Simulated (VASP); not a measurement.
# TaN (P1) in VASP: single point with PBE

Aim: the single point of TaN with PBE.

All numbers are computed with VASP 6.6.1; they aren't measurements. Logs are shortened: lines on timing, memory, paths and dates and some standing lists are left out, and cuts for length are marked.

## Step 1: The cell of the first run

The typed cell holds 2 atoms: a = 2.938 Å, b = 2.938 Å, c = 2.883 Å, α = 90.00°, β = 90.00°, γ = 120.00°.

## Step 2: Single point, PBE (atom 2 (N) moved by [0.11547, 0.11547, 0.11547] A)

Input file INCAR:

```
SYSTEM = TaN
PREC = Accurate ; ENCUT = 520
EDIFF = 1E-6 ; ISMEAR = -1
SIGMA = 0.02 ; LREAL = .False.
LASPH = .True. ; NELM = 80
ALGO = Normal ; ISIF = 2
LWAVE = .False. ; LCHARG = .False.
GGA = PE ; NBANDS = 15
```

Input file KPOINTS:

```
Automatic mesh
0
Gamma
  12 12 10
  0 0 0
```

Input file POSCAR:

```
TaN
1.0
    2.9379988584      0.0000000000      0.0000000000
   -1.4689994292      2.5443816477      0.0000000000
    0.0000000000      0.0000000000      2.8830000000
Ta N
1 1
Direct
    0.3333333333      0.6666666667      0.5000000000
    0.0619934331      0.0453823427      0.0400520291
```

Potentials or basis: VASP PAW PBE potentials, release 64 (Ta_pv, N).

Run with:

```sh
$ cat potpaw_PBE.64/Ta_pv/POTCAR potpaw_PBE.64/N/POTCAR > POTCAR
$ mpirun -np 1 vasp_std > vasp.out
```

OUTCAR:

```text
SYSTEM = TaN
   PREC = Accurate
   ENCUT = 520
   EDIFF = 1E-6
   ISMEAR = -1
   LREAL = .False.
   LASPH = .True.
   NELM = 80
   ISIF = 2
   GGA = PE

 ion  position               nearest neighbor table
   1  0.333  0.667  0.500-   2 2.07   2 2.13   2 2.22   2 2.28   2 2.28   2 2.42
   2  0.062  0.045  0.040-   1 2.07   1 2.13   1 2.22   1 2.28   1 2.28   1 2.42

  LATTYP: Found a hexagonal cell.
 ALAT       =     2.9379988584
 C/A-ratio  =     0.9812801635

  Lattice vectors:

 A1 = (   2.9379988584,   0.0000000000,   0.0000000000)
 A2 = (  -1.4689994292,   2.5443816477,   0.0000000000)
 A3 = (   0.0000000000,   0.0000000000,   2.8830000000)

Analysis of symmetry for initial positions (statically):
=====================================================================
 Subroutine PRICEL returns:
 Original cell was already a primitive cell.

 Routine SETGRP: Setting up the symmetry group for a
 hexagonal supercell.

 Subroutine GETGRP returns: Found  1 space group operations
 (whereof  1 operations were pure point group operations)
 out of a pool of 24 trial point group operations.

The static configuration has the point symmetry C_1 .

Analysis of symmetry for dynamics (positions and initial velocities):
=====================================================================
 Subroutine PRICEL returns:
 Original cell was already a primitive cell.

 Routine SETGRP: Setting up the symmetry group for a
 hexagonal supercell.

 Subroutine GETGRP returns: Found  1 space group operations
 (whereof  1 operations were pure point group operations)
 out of a pool of 24 trial point group operations.

The dynamic configuration has the point symmetry C_1 .

 Subroutine INISYM returns: Found  1 space group operations
 (whereof  1 operations are pure point group operations),
 and found     1 'primitive' translations

----------------------------------------------------------------------------------------

                                     Primitive cell

  volume of cell :      21.5516

  direct lattice vectors                    reciprocal lattice vectors
     2.937998858  0.000000000  0.000000000     0.340367729  0.196511400  0.000000000
    -1.468999429  2.544381648  0.000000000     0.000000000  0.393022800  0.000000000
     0.000000000  0.000000000  2.883000000     0.000000000  0.000000000  0.346860909

  length of vectors
     2.937998858  2.937998858  2.883000000     0.393022800  0.393022800  0.346860909

  position of ions in fractional coordinates (direct lattice)
     0.333333333  0.666666667  0.500000000
     0.061993433  0.045382343  0.040052029

  ion indices of the primitive-cell ions
   primitive index   ion index
                 1           1
                 2           2

----------------------------------------------------------------------------------------

 KPOINTS: Automatic mesh

Automatic generation of k-mesh.
 Grid dimensions read from file:
 generate k-points for:   12   12   10

 Generating k-lattice:

  Cartesian coordinates                     Fractional coordinates (reciprocal lattice)
     0.028363977  0.016375950  0.000000000     0.083333333 -0.000000000  0.000000000
     0.000000000  0.032751900  0.000000000     0.000000000  0.083333333  0.000000000
     0.000000000  0.000000000  0.034686091     0.000000000  0.000000000  0.100000000

  Length of vectors
     0.032751900  0.032751900  0.034686091

  Shift w.r.t. Gamma in fractional coordinates (k-lattice)
     0.000000000  0.000000000  0.000000000

 Subroutine IBZKPT returns following result:
 ===========================================

 Found    724 irreducible k-points:

 Following reciprocal coordinates:
            Coordinates               Weight
  0.000000  0.000000  0.000000      1.000000
  0.083333  0.000000  0.000000      2.000000
  0.000000  0.083333  0.000000      2.000000
 -0.083333  0.083333  0.000000      2.000000
  0.166667  0.000000  0.000000      2.000000
  0.000000  0.166667  0.000000      2.000000
[... 16 lines left out ...]
  0.166667  0.083333  0.000000      2.000000
 -0.083333  0.250000  0.000000      2.000000
 [... further k-points ...]
   k-points           NKPTS =    724   k-points in BZ     NKDIM =    724   number of bands    NBANDS=     15
   number of dos      NEDOS =    301   number of ions     NIONS =      2
   total plane-waves  NPLWV =  13824
   dimension x,y,z NGX =    24 NGY =   24 NGZ =   24
   dimension x,y,z NGXF=    48 NGYF=   48 NGZF=   48
   ions per type =               1   1
   NGX,Y,Z   is equivalent  to a cutoff of  13.58, 13.58, 13.84 a.u.
   NGXF,Y,Z  is equivalent  to a cutoff of  27.16, 27.16, 27.68 a.u.
 SYSTEM =  TaN
   PREC   = accura    normal or accurate (medium, high low for compatibility)
   ISTART =      0    job   : 0-new  1-cont  2-samecut
   ICHARG =      2    charge: 1-file 2-atom 10-const
   ISPIN  =      1    spin polarized calculation?
   LNONCOLLINEAR =      F non collinear calculations
   LSORBIT =      F    spin-orbit coupling
   LASPH  =      T    aspherical Exc in radial PAW
   ENCUT  =  520.0 eV  38.22 Ry    6.18 a.u.   5.46  5.46  5.36*2*pi/ulx,y,z
   NELM   =     80;   NELMIN=  2; NELMDL= -5     # of ELM steps
   EDIFF  = 0.1E-05   stopping-criterion for ELM
   LREAL  =      F    real-space projection
   EDIFFG = 0.1E-04   stopping-criterion for IOM
   NSW    =      0    number of steps for IOM
   IBRION =     -1    ionic relax: 0-MD 1-quasi-New 2-CG
   NFREE  =      0    steps in history (QN), initial steepest desc. (CG)
   ISIF   =      2    stress and relaxation
   ISYM   =      2    0-nonsym 1-usesym 2-fastsym
   POTIM  = 0.5000    time-step for ionic-motion
   TEBEG  =    0.0;   TEEND  =   0.0 temperature during run
   PSTRESS=    0.0 pullay stress
   NELECT =      16.0000    total number of electrons
   NUPDOWN=      -1.0000    fix difference up-down
   EMIN   =  10.00;   EMAX   =-10.00  energy-range for DOS
   EFERMI =   0.00;   METHOD = LEGACY
   ISMEAR =    -1;   SIGMA  =   0.02  broadening in eV -4-tet -1-fermi 0-gaus
   EFERMI_NEDOS =   21; number of points for ismear=-14 and -15
   IALGO  =     38    algorithm
   IMIX   =      4    mixing-type and parameters
     AMIX     =   0.40;   BMIX     =  1.00
     AMIX_MAG =   1.60;   BMIX_MAG =  1.00
  volume/ion in A,a.u.               =      10.78        72.72
  Fermi-wavevector in a.u.,A,eV,Ry     =   1.482366  2.801265 29.897546  2.197408
  Thomas-Fermi vector in A             =   2.596161
   LORBIT       =      0    0 simple, 1 ext, 2 COOP (PROOUT), +10 PAW based schemes
   GGA     = PE    functional components
   LHFCALC =     F    Hartree Fock is set to
   AEXX    =    0.0000 exact exchange contribution
   IVDW    =     0    specifies the selected vdW correction
   LEPSILON=     F    determine dielectric tensor
   LRPA    =     F    only Hartree local field effects (RPA)
 non-spin polarized calculation
  energy-cutoff  :      520.00
  volume of cell :       21.55
 maximum number of plane-waves:       599
 NGX is ok and might be reduce to    24
   NGX = 11   NGY = 11   NGZ = 11

 number of electron      16.0000000 magnetization

 Free energy of the ion-electron system (eV)
  ---------------------------------------------------
  ext. energy  EPLUGINS =         0.00000000
  ---------------------------------------------------
  free energy    TOTEN  =       -22.16964376 eV

  energy without entropy =      -22.16948140  energy(sigma->0) =      -22.16956258

 E-fermi :   8.3586     XC(G=0): -13.3310

 val. band max:        8.3111198110   @ k =   0.4167   0.0833   0.5000
 cond. band min:       8.3625863126   @ k =  -0.0833   0.0833   0.5000
 fundamental gap:      0.0514665016
 Fermi energy:         8.3586177734

 k-point     1 :       0.0000    0.0000    0.0000
  band No.  band energies     occupation
      1     -26.5741      2.00000
      2     -26.3078      2.00000
      3     -26.3063      2.00000
      4      -9.5330      2.00000
      5       3.2545      2.00000
      6       3.6793      2.00000
      7       3.9427      2.00000
      8       5.8391      2.00000
      9       9.9785      0.00000
     10      10.9733      0.00000
     11      12.3590      0.00000
     12      12.4124      0.00000
     13      13.0751      0.00000
     14      21.0877      0.00000
     15      21.6860      0.00000

 k-point     2 :       0.0833    0.0000    0.0000
  band No.  band energies     occupation
      1     -26.5655      2.00000
      2     -26.3806      2.00000
      3     -26.3222      2.00000
      4      -9.4036      2.00000
      5       3.0248      2.00000
      6       3.6955      2.00000
      7       3.9948      2.00000
      8       5.7405      2.00000
      9      10.3286      0.00000
     10      11.0533      0.00000
     11      12.2887      0.00000
     12      12.4251      0.00000
     13      12.9776      0.00000
     14      20.9002      0.00000
     15      21.6788      0.00000

 k-point     3 :       0.0000    0.0833    0.0000
  band No.  band energies     occupation
      1     -26.5648      2.00000
      2     -26.3831      2.00000
      3     -26.3240      2.00000
      4      -9.3797      2.00000
      5       3.0309      2.00000
      6       3.6543      2.00000
      7       4.0066      2.00000
      8       5.6473      2.00000
      9      10.2743      0.00000
     10      10.8999      0.00000
     11      12.2557      0.00000
     12      12.6798      0.00000
     13      13.1266      0.00000
     14      21.2920      0.00000
     15      21.6951      0.00000

 k-point     4 :      -0.0833    0.0833    0.0000
  band No.  band energies     occupation
      1     -26.5648      2.00000
      2     -26.3832      2.00000
      3     -26.3231      2.00000
      4      -9.3845      2.00000
      5       3.0614      2.00000
      6       3.5516      2.00000
      7       4.0770      2.00000
      8       5.6797      2.00000
      9      10.3081      0.00000
     10      10.8707      0.00000
     11      12.2046      0.00000
     12      12.6935      0.00000
     13      13.1360      0.00000
     14      21.2144      0.00000
     15      21.6896      0.00000
[... 307 lines left out ...]
 k-point    22 :      -0.1667    0.0833    0.0000
  band No.  band energies     occupation
      1     -26.5517      2.00000
      2     -26.5083      2.00000
      3     -26.3574      2.00000
      4      -9.1456      2.00000
      5       2.4790      2.00000
      6       3.7566      2.00000
      7       4.2197      2.00000
      8       5.5655      2.00000
      9      10.7065      0.00000
     10      10.9875      0.00000
     11      12.0077      0.00000
     12      12.8047      0.00000
     13      13.1548      0.00000
     14      20.8692      0.00000
     15      21.6763      0.00000

 k-point    23 :       0.1667    0.0833    0.0000
  band No.  band energies     occupation
      1     -26.7336      2.00000
      2     -26.5154      2.00000
      3     -26.4178      2.00000
      4      -8.7077      2.00000
      5       1.7507      2.00000
      6       3.8986      2.00000
      7       4.3499      2.00000
      8       5.4604      2.00000
      9      10.2858      0.00000
     10      11.3974      0.00000
     11      12.3075      0.00000
     12      13.2391      0.00000
     13      13.3133      0.00000
     14      20.8715      0.00000
     15      21.6745      0.00000

 k-point    24 :      -0.0833    0.2500    0.0000
  band No.  band energies     occupation
      1     -26.7580      2.00000
      2     -26.5103      2.00000
      3     -26.4160      2.00000
      4      -8.5579      2.00000
      5       1.6225      2.00000
      6       3.8844      2.00000
      7       4.0917      2.00000
      8       5.3047      2.00000
      9       9.7159      0.00000
     10      11.7764      0.00000
     11      12.1043      0.00000
     12      13.7187      0.00000
     13      14.1214      0.00000
     14      21.6493      0.00000
     15      22.1180      0.00000

 [... further k-points ...]

------------------------ aborting loop because EDIFF is reached ----------------------------------------

  FORCE on cell =-STRESS in cart. coord.  units (eV):
  Direction    XX          YY          ZZ          XY          YZ          ZX
  --------------------------------------------------------------------------------------
  -------------------------------------------------------------------------------------
  Total        0.9626851      1.7449002      2.0124536     -0.2060572      0.6458782      0.4751784
  in kB       71.5675805    129.7187166    149.6090744    -15.3186255     48.0156359     35.3255329
  external PRESSURE =     116.9651239 kB  Pullay stress =       0.0000000 kB

 VOLUME and BASIS-vectors are now :
 -----------------------------------------------------------------------------
  energy-cutoff  :      520.00
  volume of cell :       21.55
      direct lattice vectors                 reciprocal lattice vectors
     2.937998858  0.000000000  0.000000000     0.340367729  0.196511400  0.000000000
    -1.468999429  2.544381648  0.000000000     0.000000000  0.393022800  0.000000000
     0.000000000  0.000000000  2.883000000     0.000000000  0.000000000  0.346860909

 POSITION                                       TOTAL-FORCE (eV/Angst)
 -----------------------------------------------------------------------------------
     -0.00000      1.69625      1.44150         1.334959      1.552210      1.815538
      0.11547      0.11547      0.11547        -1.334959     -1.552210     -1.815538
 -----------------------------------------------------------------------------------
    total drift:                                0.000017     -0.000073     -0.000106

  FREE ENERGIE OF THE ION-ELECTRON SYSTEM (eV)
  ---------------------------------------------------
  free  energy   TOTEN  =       -22.1696437642 eV

  energy  without entropy=      -22.1694813980  energy(sigma->0) =      -22.16956258
```

Wall time 77 s (1 thread of Intel Xeon Platinum 8375C at 2.90GHz (Ice Lake), shared host); peak memory 0.34 GiB.

What came out:

```
Free energy            : -22.1696 eV
Pressure               : 11.7 GPa
Largest force          : 2.736 eV/Å
Band gap on the k mesh : zero (band 8 reaches 8.57 eV, above the bottom of band 9 at 8.26 eV)
```

Forces in eV/Å, atoms in the order of the input:
```
Ta   1.335  1.552  1.816
N   -1.335 -1.552 -1.816
```

Stress tensor (GPa, compression positive):
```
 7.16 -1.53  3.53
-1.53 12.97  4.80
 3.53  4.80 14.96
```

Levels at points of the mesh, in eV from the Fermi level:
| k point | band 5 | band 6 | band 7 | band 8 | band 9 | band 10 | band 11 | band 12 |
| --- | --- | --- | --- | --- | --- | --- | --- | --- |
| (0.00, 0.00, 0.00) | -5.10 | -4.68 | -4.42 | -2.52 | 1.62 | 2.61 | 4.00 | 4.05 |
| (0.50, 0.00, 0.00) | -7.97 | -4.94 | -3.80 | -3.10 | 2.87 | 3.80 | 4.03 | 5.33 |
| (0.00, 0.50, 0.00) | -8.68 | -5.66 | -4.30 | -2.47 | 3.02 | 3.79 | 5.13 | 5.48 |
| (0.50, 0.50, 0.00) | -8.51 | -5.51 | -4.61 | -2.12 | 2.88 | 3.82 | 5.13 | 5.37 |
| (0.00, 0.00, 0.50) | -9.44 | -4.81 | -3.14 | -0.32 | -0.10 | 1.94 | 2.70 | 4.80 |
| (0.50, 0.00, 0.50) | -7.92 | -6.72 | -6.21 | 0.22 | 3.96 | 5.18 | 5.90 | 7.77 |
| (0.00, 0.50, 0.50) | -7.15 | -5.90 | -5.46 | -0.91 | 3.72 | 5.25 | 5.97 | 6.75 |
| (0.50, 0.50, 0.50) | -7.30 | -6.11 | -5.51 | -0.71 | 3.46 | 5.23 | 5.95 | 6.98 |

Caveat: the cell differs from its parent crystal (atom 2 (N) moved by [0.11547, 0.11547, 0.11547] A); spin-orbit coupling is left out, which moves the levels of the heavy elements; forces of over 1 eV/Å act on the atoms, so gaps and moduli don't describe the material at rest.
